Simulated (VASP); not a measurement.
MoS2:

```
Mo S
1.0
     3.12617    0.00000    0.00000
    -1.56309    2.70734    0.00000
     0.00000    0.00000   12.15744
Mo S
2 4
Direct
  0.66667 0.33333 0.75000
  0.33333 0.66667 0.25000
  0.66667 0.33333 0.37700
  0.33333 0.66667 0.87700
  0.66667 0.33333 0.12300
  0.33333 0.66667 0.62300
```

Base run:

```yaml
Program: VASP 6.6.1
Functional: PBE
Potentials_or_basis: VASP PAW PBE potentials, release 64 (Mo_sv, S)
Cutoff: 520 eV
k_mesh: 10 × 10 × 3
Occupations: fermi-dirac, width 0.05 eV
Spin: no spin polarisation
```

Its results: band gap on the k mesh 0.90 eV, indirect (least direct gap 1.98 eV); pressure 8.6 GPa; largest force 0.604 eV/Å.

After a change of settings the same cell gave: band gap on the k mesh 0.90 eV, indirect (least direct gap 1.98 eV); pressure 4.4 GPa; largest force 0.609 eV/Å. Which change was it?
A. functional from PBE to PBEsol
B. further incar settings from ALGO = Normal; EDIFF = 1e-06; NBANDS = 35 to ALGO = Normal; EDIFF = 1e-07; NBANDS = 35; dispersion from none to D3(BJ)
C. functional from PBE to RPBE; dispersion from none to D3(BJ)
D. functional from PBE to RPBE; dispersion from none to D4

B.

Caveats: this functional lacks dispersion, which binds the layers, so the pressure and a relaxed spacing across them are unreliable (some runs).
